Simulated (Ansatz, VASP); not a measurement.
## Al2InN3 in VASP and in Ansatz

```
Al In N
1.0
     2.99125    0.00000    0.00000
     0.00000    2.99125    0.00000
     0.00000    0.00000    8.48765
Al In N
2 1 3
Cartesian
  0.0000 0.0000 7.7111
  1.4956 1.4956 5.7540
  1.4956 1.4956 1.5609
  0.0000 0.0000 5.6467
  0.0000 0.0000 1.3442
  1.4956 1.4956 7.6898
```

Change from the starting cell: species swapped into the Dy2CuAg3 type (P4mm, No. 99).

Alike in both runs: functional PBE; k mesh 12 × 12 × 4; occupations gaussian, width 0.02 eV; no spin polarisation.

Ansatz relaxed the structure, and its values are those at the end. VASP's run is a single point on that final structure, the one shown.

```csv
,VASP,Ansatz
version,VASP 6.6.1,Ansatz 0.2.0
potentials or method,"VASP PAW PBE potentials, release 64 (Al, In_d, N), cutoff 520 eV","scalar-relativistic, plane waves, PAW"
valence electrons in the cell,34,34
```

Ansatz gave:

```
gap on the k mesh at the Fermi level (eV) : 0.59
least direct gap on the mesh (eV)         : 1.33
pressure (GPa)                            : 0.0
rms of the force components (eV/Å)        : 0.001
```

Problem. Estimate VASP's values.

Solution. gap on the k mesh at the Fermi level (eV): 0.58; least direct gap on the mesh (eV): 1.33; pressure (GPa): 0.0; rms of the force components (eV/Å): 0.005.

The functional is the same, so the differences come from potentials, cutoffs and numerics.
